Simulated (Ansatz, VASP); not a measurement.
# Two plane-wave programs on ZnS

INCAR

```
SYSTEM = ZnS
  PREC = Accurate
  ENCUT = 520
  EDIFF = 1E-7
  ISMEAR = 0
  SIGMA = 0.05
  LREAL = .False.
  LASPH = .True.
  NELM = 80
  ALGO = Normal
  ISIF = 2
  LWAVE = .False.
  LCHARG = .False.
  GGA = PE
  NBANDS = 26
```

Contents of KPOINTS:

```
Automatic mesh
0
Gamma
  12 12 6
  0 0 0
```

POSCAR

```
ZnS
1.0
    3.8109987816      0.0142912454      0.0000000000
   -1.8931228092      3.2932761359      0.0000000000
    0.0000000000      0.0000000000      6.2340000000
Zn S
2 2
Direct
    0.3333333333      0.6666666667      0.0000000000
    0.6666666667      0.3333333333      0.5000000000
    0.3333333333      0.6666666667      0.3850000000
    0.6666666667      0.3333333333      0.8850000000
```

Input for Ansatz:

```yaml
crystal:
  lattice:
    - [3.8109987816, 0.0142912454, 0.0]
    - [-1.8931228092, 3.2932761359, 0.0]
    - [0.0, 0.0, 6.234]
  atoms:
    - { symbol: Zn, position: [0.3333333333, 0.6666666667, 0.0] }
    - { symbol: Zn, position: [0.6666666667, 0.3333333333, 0.5] }
    - { symbol: S, position: [0.3333333333, 0.6666666667, 0.385] }
    - { symbol: S, position: [0.6666666667, 0.3333333333, 0.885] }
basis:
  ecutwfc: 420
kpoints:
  mp_grid: { grid: [12, 12, 6] }
hamiltonian:
  xc: pbe
scf:
  occupations: { method: gaussian, width: 0.05 }
output:
  forces: true
  stress: true
  eigenvalues: true
```

Change from the starting cell: strain +0.0075 x Voigt [0, 0, 0, 0, 0, 1], atoms carried along.

Alike in both runs: task single point; functional PBE; k mesh 12 × 12 × 6; occupations gaussian, width 0.05 eV; no spin polarisation.

|  | VASP | Ansatz |
| --- | --- | --- |
| version | VASP 6.6.1 | Ansatz 0.2.0 |
| potentials or method | VASP PAW PBE potentials, release 64 (Zn, S), cutoff 520 eV | scalar-relativistic, plane waves, PAW |
| valence electrons in the cell | 36 | 36 |

Ansatz gave:

| Property | Result |
| --- | --- |
| gap on the k mesh at the Fermi level (eV) | 2.24 |
| least direct gap on the mesh (eV) | 2.24 |
| pressure (GPa) | 2.3 |
| traceless stress, the component that is largest in VASP (GPa) | -1.35 |
| rms of the force components (eV/Å) | 0.187 |

**Question.** What did VASP give for the same quantities?

**Answer.** gap on the k mesh at the Fermi level (eV): 2.25; least direct gap on the mesh (eV): 2.25; pressure (GPa): 2.5; traceless stress, the component that is largest in VASP (GPa): -1.37; rms of the force components (eV/Å): 0.189.

Atom by atom the forces differ by 0.002 eV/Å (rms over components).
